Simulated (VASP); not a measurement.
Au: single point with PBEsol

Au:

```
Au
1.0
     0.00000    2.04848    2.04848
     2.04848    0.00000    2.04848
     2.04848    2.04848    0.00000
Au
1
Direct
  0.00000 0.00000 0.00000
```

This cell differs from its parent crystal: volume scaled by 1.02.

```
Program             : VASP 6.6.1
Task                : single point
Functional          : PBEsol
Potentials or basis : VASP PAW PBE potentials, release 64 (Au)
Cutoff              : 520 eV
k mesh              : 11 × 11 × 11
Occupations         : fermi-dirac, width 0.05 eV
Spin                : no spin polarisation
```

```json
{
  "Pressure": "-2.0 GPa"
}
```

Levels at points of the mesh, in eV from the Fermi level:
```
           k point  band 2  band 3  band 4  band 5  band 6  band 7  band 8  band 9  band 10  band 11
(0.00, 0.00, 0.00)   -4.65   -4.65   -4.65   -3.15   -3.15   14.49   18.43   18.43    18.43    23.27
```

Run time: 7.3 s on 1 thread of Intel(R) Xeon(R) Platinum 8488C (Sapphire Rapids), with other jobs on the host, peak memory 0.14 GiB.

Caveat: the PAW data sets were made with another functional, which shifts forces and pressure a little; spin-orbit coupling is left out, which moves the levels of the heavy elements.
